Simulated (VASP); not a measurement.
# CoBi2 (Fm-3m) in VASP: a series of runs

Runs on CoBi2. Level: PBE. Tasks: single point.

All numbers are computed with VASP 6.6.1; they aren't measurements. Logs are shortened: lines on timing, memory, paths and dates and some standing lists are left out, and cuts for length are marked.

### 1 The cell of the first run

It takes space group Fm-3m (No. 225, cubic). The conventional cell has a = 6.544 Å, b = 6.544 Å, c = 6.544 Å, α = 90.00°, β = 90.00°, γ = 90.00°. Within 3.7 Å of Co (site symmetry m-3m) lie 8 Bi at 2.83 Å. Bi (site symmetry -43m) has 4 Co at 2.83 Å and 6 Bi at 3.27 Å within 3.7 Å.

### 2 Single point, PBE, collinear spin, ferromagnetic start

INCAR

```
PREC     = Accurate       # precision mode
ENCUT    = 520            # plane-wave cutoff, eV
EDIFF    = 1E-7           # SCF threshold, eV
ISMEAR   = 0              # smearing method
SIGMA    = 0.1            # smearing width, eV
LREAL    = F              # projectors in reciprocal space
LASPH    = T              # aspherical terms in the spheres
NELM     = 150            # most SCF steps
ALGO     = Normal         # electronic algorithm
ISIF     = 2              # what is computed and relaxed
LWAVE    = F              # write WAVECAR
LCHARG   = T              # write CHGCAR
ISPIN    = 2              # spin polarisation
MAGMOM   = 3 0 0          # initial moments
LORBIT   = 11             # projections on sites
LMAXMIX  = 4              # l up to which the mixer works
GGA      = PE             # functional
LELF     = T              # ELF
LVHAR    = T            
NBANDS   = 30             # bands
```

KPOINTS

```
regular mesh
0
Gamma
  6 6 6
```

POSCAR

```
CoBi2
1.0
    0.0000000000      3.2718026304      3.2718026304
    3.2718026304      0.0000000000      3.2718026304
    3.2718026304      3.2718026304      0.0000000000
Co Bi
1 2
Direct
    0.0000000000      0.0000000000      0.0000000000
    0.2500000000      0.2500000000      0.2500000000
    0.7500000000      0.7500000000      0.7500000000
```

Potentials or basis: VASP PAW PBE potentials, release 64 (Co, Bi_d).

Command:

```bash
$ cat potpaw_PBE.64/Co/POTCAR potpaw_PBE.64/Bi_d/POTCAR > POTCAR
$ mpirun -np 1 vasp_std > vasp.out
```

OUTCAR:

```text
PREC = Accurate
   ENCUT = 520
   EDIFF = 1E-7
   ISMEAR = 0
   LREAL = F
   LASPH = T
   NELM = 150
   ISIF = 2
   ISPIN = 2
   LORBIT = 11
   GGA = PE

 ion  position               nearest neighbor table
   1  0.000  0.000  0.000-   3 2.83   3 2.83   3 2.83   2 2.83   3 2.83   2 2.83   2 2.83   2 2.83

   2  0.250  0.250  0.250-   1 2.83   1 2.83   1 2.83   1 2.83   3 3.27   3 3.27   3 3.27   3 3.27
                             3 3.27   3 3.27
   3  0.750  0.750  0.750-   1 2.83   1 2.83   1 2.83   1 2.83   2 3.27   2 3.27   2 3.27   2 3.27
                             2 3.27   2 3.27

  LATTYP: Found a face centered cubic cell.
 ALAT       =     6.5436052608

  Lattice vectors:

 A1 = (   0.0000000000,   3.2718026304,   3.2718026304)
 A2 = (   3.2718026304,   0.0000000000,   3.2718026304)
 A3 = (   3.2718026304,   3.2718026304,   0.0000000000)

Analysis of symmetry for initial positions (statically):
=====================================================================
 Subroutine PRICEL returns:
 Original cell was already a primitive cell.

 Routine SETGRP: Setting up the symmetry group for a
 face centered cubic supercell.

 Subroutine GETGRP returns: Found 48 space group operations
 (whereof 48 operations were pure point group operations)
 out of a pool of 48 trial point group operations.

The static configuration has the point symmetry O_h .

Analysis of symmetry for dynamics (positions and initial velocities):
=====================================================================
 Subroutine PRICEL returns:
 Original cell was already a primitive cell.

 Routine SETGRP: Setting up the symmetry group for a
 face centered cubic supercell.

 Subroutine GETGRP returns: Found 48 space group operations
 (whereof 48 operations were pure point group operations)
 out of a pool of 48 trial point group operations.

The dynamic configuration has the point symmetry O_h .

Analysis of structural, dynamic, and magnetic symmetry:
=====================================================================
 Subroutine PRICEL returns:
 Original cell was already a primitive cell.

 Routine SETGRP: Setting up the symmetry group for a
 face centered cubic supercell.

 Subroutine GETGRP returns: Found 48 space group operations
 (whereof 48 operations were pure point group operations)
 out of a pool of 48 trial point group operations.

The overall configuration has the point symmetry O_h .

 Subroutine INISYM returns: Found 48 space group operations
 (whereof 48 operations are pure point group operations),
 and found     1 'primitive' translations

[... 113 lines left out ...]
   LHFCALC =     F    Hartree Fock is set to
   AEXX    =    0.0000 exact exchange contribution
   IVDW    =     0    specifies the selected vdW correction
   LEPSILON=     F    determine dielectric tensor
   LRPA    =     F    only Hartree local field effects (RPA)
 spin polarized calculation
 Gauss-broadening in eV      SIGMA  =   0.10
  energy-cutoff  :      520.00
  volume of cell :       70.05
 maximum number of plane-waves:      1917
 NGX is ok and might be reduce to    36
   NGX = 17   NGY = 17   NGZ = 17

 number of electron      38.9999986 magnetization       0.5183694

 Free energy of the ion-electron system (eV)
  ---------------------------------------------------
  ext. energy  EPLUGINS =         0.00000000
  ---------------------------------------------------
  free energy    TOTEN  =       -14.13231941 eV

  energy without entropy =      -14.11813920  energy(sigma->0) =      -14.12522931

 E-fermi :   8.4897     XC(G=0): -10.8663

 val. band max:        8.4789777165   @ k =   0.5000   0.1667   0.0000
 cond. band min:       8.5657918868   @ k =   0.5000   0.3333   0.1667
 fundamental gap:      0.0868141702
 Fermi energy:         8.4896857663

 spin component 1

 k-point     1 :       0.0000    0.0000    0.0000
  band No.  band energies     occupation
      1     -14.3499      1.00000
      2     -14.3499      1.00000
      3     -14.2172      1.00000
      4     -14.2172      1.00000
      5     -14.2172      1.00000
      6     -14.0409      1.00000
[... 517 lines left out ...]
     29      19.1541      0.00000
     30      19.8075      0.00000
 Fermi energy:         8.4896857663

 spin component 2

 k-point     1 :       0.0000    0.0000    0.0000
  band No.  band energies     occupation
      1     -14.3513      1.00000
      2     -14.3513      1.00000
      3     -14.2200      1.00000
      4     -14.2200      1.00000
      5     -14.2200      1.00000
      6     -14.0431      1.00000
[... 517 lines left out ...]
     29      19.1659      0.00000
     30      19.8158      0.00000

------------------------ aborting loop because EDIFF is reached ----------------------------------------

  FORCE on cell =-STRESS in cart. coord.  units (eV):
  Direction    XX          YY          ZZ          XY          YZ          ZX
  --------------------------------------------------------------------------------------
  -------------------------------------------------------------------------------------
  Total        1.0147897      1.0147897      1.0147897      0.0000000      0.0000000     -0.0000000
  in kB       23.2110809     23.2110809     23.2110809      0.0000000      0.0000000     -0.0000000
  external PRESSURE =      23.2110809 kB  Pullay stress =       0.0000000 kB

 VOLUME and BASIS-vectors are now :
 -----------------------------------------------------------------------------
  energy-cutoff  :      520.00
  volume of cell :       70.05
      direct lattice vectors                 reciprocal lattice vectors
     0.000000000  3.271802630  3.271802630    -0.152820954  0.152820954  0.152820954
     3.271802630  0.000000000  3.271802630     0.152820954 -0.152820954  0.152820954
     3.271802630  3.271802630  0.000000000     0.152820954  0.152820954 -0.152820954

 POSITION                                       TOTAL-FORCE (eV/Angst)
 -----------------------------------------------------------------------------------
      0.00000      0.00000      0.00000        -0.000000     -0.000000     -0.000000
      1.63590      1.63590      1.63590         0.000000      0.000000      0.000000
      4.90770      4.90770      4.90770        -0.000000     -0.000000     -0.000000
 -----------------------------------------------------------------------------------
    total drift:                                0.000000      0.000000      0.000000

  FREE ENERGIE OF THE ION-ELECTRON SYSTEM (eV)
  ---------------------------------------------------
  free  energy   TOTEN  =       -14.1323194142 eV

  energy  without entropy=      -14.1181392043  energy(sigma->0) =      -14.12522931

 total charge

# of ion       s       p       d       tot
------------------------------------------
    1        0.358   0.324   7.430   8.113
    2        1.515   1.382   9.950  12.848
    3        1.515   1.382   9.950  12.848
--------------------------------------------------
tot          3.389   3.088  27.330  33.808

 magnetization (x)

# of ion       s       p       d       tot
------------------------------------------
    1        0.000   0.003   0.579   0.582
    2        0.010  -0.024  -0.002  -0.016
    3        0.010  -0.024  -0.002  -0.016
--------------------------------------------------
tot          0.019  -0.045   0.575   0.549
```

It took 55 s on 1 thread of Intel Xeon 6975P-C (Granite Rapids), shared host; peak memory 0.26 GiB.

What came out:

| Quantity | Value |
| --- | --- |
| Free energy | -14.1323 eV |
| Pressure | 2.3 GPa |
| Net moment | 0.52 μB per cell |
| Site moments | Co +0.58; Bi -0.02 μB |
| Valence electrons inside the program's atomic spheres | Co 8.11; Bi 12.85 |

Levels at points of the mesh, in eV from the Fermi level:
Spin up:
```
           k point  band 18  band 19  band 20  band 21  band 22  band 23
(0.00, 0.00, 0.00)     1.00     1.00     1.00     2.06     2.06     2.06
(0.50, 0.00, 0.00)    -1.08    -1.08    -0.70    -0.25     1.47     1.47
(0.50, 0.50, 0.00)    -1.12    -1.00    -0.61     2.13     5.28     5.28
```
Spin down:
```
           k point  band 15  band 16  band 17  band 18  band 19  band 20  band 21  band 22  band 23  band 24
(0.00, 0.00, 0.00)    -3.04    -0.71    -0.71     1.49     1.49     1.49     2.05     2.05     2.05     4.13
(0.50, 0.00, 0.00)    -2.22    -1.10    -1.10    -0.71    -0.65    -0.65     0.31     1.79     1.79     7.44
(0.50, 0.50, 0.00)    -3.80    -0.86    -0.86    -0.84    -0.66     0.08     2.27     5.35     5.35     6.46
```

Caveat: spin-orbit coupling is left out, which moves the levels of the heavy elements.

### 3 Single point, PBE, collinear spin, ferromagnetic start

This run uses another cell than the first one, of 24.00 Å³/atom.

INCAR

```
SYSTEM = CoBi2
PREC = Accurate
ENCUT = 520
EDIFF = 1E-6
ISMEAR = 0
SIGMA = 0.1
LREAL = .False.
LASPH = .True.
NELM = 150
ALGO = Fast
ISIF = 2
LWAVE = .False.
LCHARG = .False.
ISPIN = 2
MAGMOM = 0.65 0 0
LORBIT = 11
LMAXMIX = 4
GGA = PE
NBANDS = 30
```

KPOINTS

```
Automatic mesh
0
Gamma
  12 12 12
  0 0 0
```

POSCAR

```
CoBi2
1.0
    0.0000000000      3.3019544156      3.3019544156
    3.3019544156      0.0000000000      3.3019544156
    3.3019544156      3.3019544156      0.0000000000
Co Bi
1 2
Direct
    0.0000000000      0.0000000000      0.0000000000
    0.2500000000      0.2500000000      0.2500000000
    0.7500000000      0.7500000000      0.7500000000
```

Potentials or basis: VASP PAW PBE potentials, release 64 (Co, Bi_d).

Command:

```bash
$ cat potpaw_PBE.64/Co/POTCAR potpaw_PBE.64/Bi_d/POTCAR > POTCAR
$ mpirun -np 1 vasp_std > vasp.out
```

Run time: 3.7 min. Hardware: 1 thread of Intel Xeon 6975P-C (Granite Rapids), shared host; peak memory 0.39 GiB.

Results (log left out):

| Item | Value |
| --- | --- |
| Free energy | -14.1577 eV |
| Pressure | -0.1 GPa |
| Net moment | 0.37 μB per cell |
| Site moments | Co +0.42; Bi -0.01 μB |
| Valence electrons inside the program's atomic spheres | Co 8.08; Bi 12.82 |

Levels at points of the mesh, in eV from the Fermi level:
Spin up:
| k point | band 16 | band 17 | band 18 | band 19 | band 20 | band 21 | band 22 | band 23 | band 24 | band 25 |
| --- | --- | --- | --- | --- | --- | --- | --- | --- | --- | --- |
| (0.00, 0.00, 0.00) | -0.97 | -0.97 | 1.02 | 1.02 | 1.02 | 1.98 | 1.98 | 1.98 | 3.99 | 4.08 |
| (0.50, 0.00, 0.00) | -1.08 | -1.08 | -0.98 | -0.98 | -0.76 | -0.22 | 1.45 | 1.45 | 7.15 | 7.52 |
| (0.50, 0.50, 0.00) | -1.32 | -1.32 | -1.05 | -0.92 | -0.51 | 2.12 | 5.08 | 5.08 | 6.22 | 7.88 |
Spin down:
```tsv
k point	band 17	band 18	band 19	band 20	band 21	band 22
(0.00, 0.00, 0.00)	-0.71	1.36	1.36	1.36	1.98	1.98
(0.50, 0.00, 0.00)	-1.10	-0.76	-0.66	-0.66	0.18	1.68
(0.50, 0.50, 0.00)	-0.90	-0.83	-0.65	-0.03	2.22	5.13
```

Caveat: spin-orbit coupling is left out, which moves the levels of the heavy elements.
